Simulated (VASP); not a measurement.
Runs of VASP 6.6.1 on Sb. The structure is that of space group P4/mbm (No. 127), or close to it. The cells are those of the table. 

```csv
task,cell,k mesh,cutoff (eV),gap on the mesh (eV),pressure (GPa),largest force (eV/Å)
single point,"a = 7.561, b = 7.561, c = 2.773 Å, 6 atoms",2 × 2 × 6,520,none,(b),1.24
single point,"a = 7.917, b = 7.917, c = 3.139 Å, 6 atoms",6 × 6 × 12,520,none,0.0,(a)
relaxation of cell and atoms,"relaxed from a = 7.561, b = 7.561, c = 2.773 Å, 6 atoms",2 × 2 × 6,600,none,0.0,-
single point,"a = 8.016, b = 8.016, c = 3.103 Å, 6 atoms",2 × 2 × 6,520,none,0.2,0.01
```

Alike in all rows: level PBE; potentials or basis VASP PAW PBE potentials, release 64 (Sb); no spin polarisation; smearing gaussian 0.1 eV.

Problem. Fill in the values left out.

Solution. (a) 0.02; (b) 21.2.

Caveats: some runs use coarse meshes; spin-orbit coupling is left out, which moves the levels of the heavy elements; forces of over 1 eV/Å act on the atoms, so gaps and moduli don't describe the material at rest (some runs).

A k mesh can miss the band edges, and the runs leave out spin-orbit coupling on Sb.

A gap of «none» marks levels without a gap at the run's occupations.
